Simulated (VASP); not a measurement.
A run of VASP 6.6.1 is set up as follows.

The input INCAR:

```
PREC = Accurate ; ENCUT = 520
EDIFF = 1E-6 ; ISMEAR = 1
SIGMA = 0.2 ; LREAL = False
LASPH = True ; NELM = 60
ALGO = Normal ; ISIF = 2
LWAVE = False ; LCHARG = False
GGA = PE ; NBANDS = 14
```

File KPOINTS:

```
regular mesh
0
Gamma
  13 13 7
```

File POSCAR:

```
Re
1.0
    2.7768706464      0.0000000000      0.0000000000
   -1.3884353232      2.4048405228      0.0000000000
    0.0000000000      0.0000000000      4.4788142384
Re
2
Direct
    0.3333333333      0.6666666667      0.2500000000
    0.6666666667      0.3333333333      0.7500000000
```

Potentials or basis: VASP PAW PBE potentials, release 64 (Re).

The run is started by

```sh
$ cat potpaw_PBE.64/Re/POTCAR > POTCAR
$ mpirun -np 1 vasp_std > vasp.out
```

Task: Estimate the band gap on the k mesh.

Result: Zero (band 7 reaches 8.84 eV, above the bottom of band 8 at 6.15 eV).

Task: Estimate the pressure.

Result: -0.8 GPa.

Caveat: spin-orbit coupling is left out, which moves the levels of the heavy elements.
